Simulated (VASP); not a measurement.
Set up this calculation in VASP 6.6.1, as the native input.

```
Task                   : relaxation of cell and atoms
Functional             : PBE
Potentials or basis    : VASP PAW PBE potentials, release 64 (Ge_d, Sb, Se)
Cutoff                 : 600 eV
k mesh                 : 6 × 6 × 2
Occupations            : gaussian, width 0.1 eV
Spin                   : no spin polarisation
Dipole correction      : no
Further INCAR settings : ALGO = Normal; EDIFF = 1e-06; IBRION = 2; EDIFFG = -0.04; NSW = 90; ISIF = 3
```

The structure of Ge2Sb2Se lies in POSCAR:

```
Ge2Sb2Se
1.0
    4.0215525200      0.0000000000      0.0000000000
   -2.0107762600      3.4827666500      0.0000000000
    0.0000000000      0.0000000000      9.8194182100
Ge Sb Se
2 2 1
Direct
    0.3333333300      0.6666666700      0.3453400100
    0.6666666700      0.3333333300      0.6546599900
    0.3333333300      0.6666666700      0.8444100000
    0.6666666700      0.3333333300      0.1555900000
    0.0000000000      0.0000000000      0.5000000000
```

The cell was built from a structure type or drawn by symmetry, and may not be a known phase.

These files were run (other wordings do the same):

INCAR

```
SYSTEM = Ge2Sb2Se
  PREC = Accurate
  ENCUT = 600
  EDIFF = 1E-6
  ISMEAR = 0
  SIGMA = 0.1
  LREAL = .False.
  LASPH = .True.
  NELM = 100
  ALGO = Normal
  ISIF = 3
  LWAVE = .False.
  LCHARG = .False.
  GGA = PE
  IBRION = 2
  NSW = 90
  EDIFFG = -0.04
```

KPOINTS

```
Automatic mesh
0
Gamma
  6 6 2
  0 0 0
```

Potentials or basis: VASP PAW PBE potentials, release 64 (Ge_d, Sb, Se).

Launch:

```sh
$ cat potpaw_PBE.64/Ge_d/POTCAR potpaw_PBE.64/Sb/POTCAR potpaw_PBE.64/Se/POTCAR > POTCAR
$ mpirun -np 1 vasp_std > vasp.out
```

It gave:

| Item | Value |
| --- | --- |
| Relaxed volume | 24.60 Å³/atom |
| Relaxed cell | a = 3.750 Å, b = 3.750 Å, c = 10.103 Å, α = 90.00°, β = 90.00°, γ = 120.00° |
| Space group after relaxing (to 0.1 Å) | P-3m1 (No. 164) |
| Energy gained by relaxing | 112.7 meV/atom |
| Ionic steps | 20 |
| Pressure after relaxing | -0.1 GPa |
| Largest force after relaxing | 0.027 eV/Å |
| Band gap on the k mesh | zero (bands 22 and 23 overlap by 2.67 eV) |

Caveat: spin-orbit coupling is left out, which moves the levels of the heavy elements; this functional lacks dispersion, which binds the layers, so the pressure and a relaxed spacing across them are unreliable.

Run time: 5 min on 1 thread of Intel(R) Xeon(R) 6975P-C (Granite Rapids) (shared host), peak memory 0.33 GiB.
